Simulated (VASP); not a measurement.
Crystal: LiF.

```
Li F
1.0
     2.65943    0.00000    0.00000
     0.00000    2.65943    0.00000
     0.00000    0.00000    2.51626
Li F
1 1
Direct
  0.00000 0.00000 0.00000
  0.50000 0.50000 0.50000
```

This cell differs from its parent crystal: biaxial xy strain +5.7%.

Base run:

```yaml
Program: VASP 6.6.1
Functional: PBE
Potentials_or_basis: VASP PAW PBE potentials, release 64 (Li_sv, F)
Cutoff: 520 eV
k_mesh: 10 × 10 × 10
Occupations: fermi-dirac, width 0.02 eV
Spin: no spin polarisation
```

Its results: band gap on the k mesh 6.76 eV (least direct gap 7.24 eV).

Problem. The run is repeated on the same cell with these changes: functional from PBE to r2SCAN; occupations from fermi-dirac, width 0.02 eV to gaussian, width 0.01 eV. What comes out?

Solution. Band gap on the k mesh 7.82 eV (least direct gap 8.32 eV).

A k mesh can miss the band edges.
